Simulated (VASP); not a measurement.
# Ca2SeO: single point with PBEsol

The system is Ca2SeO.

```
O Ca Se
1.0
     3.88286    0.00000    0.00000
     0.00000    3.88286    0.00000
     0.00000    0.00000    5.49445
O Ca Se
1 2 1
Direct
  0.00000 0.00000 0.00000
  0.00000 0.00000 0.50000
  0.50000 0.50000 0.00000
  0.50000 0.50000 0.50000
```

```
Program                : VASP 6.6.1
Task                   : single point
Functional             : PBEsol
Potentials or basis    : VASP PAW PBE potentials, release 64 (O, Ca_sv, Se)
Cutoff                 : 520 eV
k mesh                 : 4 × 4 × 4
Occupations            : gaussian, width 0.01 eV
Spin                   : no spin polarisation
Dipole correction      : no
Further INCAR settings : ALGO = Normal; EDIFF = 1e-06; NBANDS = 24
```

The pressure is -1.4 GPa and the band gap on the k mesh is 1.98 eV.

Levels at points of the mesh, in eV from the valence-band top:
| k point | band 14 | band 15 | band 16 | band 17 | band 18 | band 19 |
| --- | --- | --- | --- | --- | --- | --- |
| (0.00, 0.00, 0.00) | -0.01 | 0.00 | 0.00 | 1.98 | 2.91 | 4.24 |
| (0.50, 0.00, 0.00) | -1.49 | -0.82 | -0.66 | 4.11 | 5.26 | 5.32 |
| (0.50, 0.50, 0.00) | -0.54 | -0.54 | -0.43 | 2.26 | 2.26 | 5.08 |
| (0.00, 0.00, 0.50) | -0.63 | -0.31 | -0.31 | 2.28 | 3.96 | 4.17 |
| (0.50, 0.00, 0.50) | -1.01 | -0.83 | -0.70 | 4.45 | 5.38 | 5.60 |
| (0.50, 0.50, 0.50) | -1.06 | -1.06 | -0.90 | 3.96 | 3.96 | 5.37 |

It took 38 s on 1 thread of Intel(R) Xeon(R) Platinum 8259CL CPU @ 2.50GHz (Skylake/Cascade Lake), on a shared host, peak memory 0.2 GiB.

Caveat: the PAW data sets were made with another functional, which shifts forces and pressure a little. A k mesh can miss the band edges.
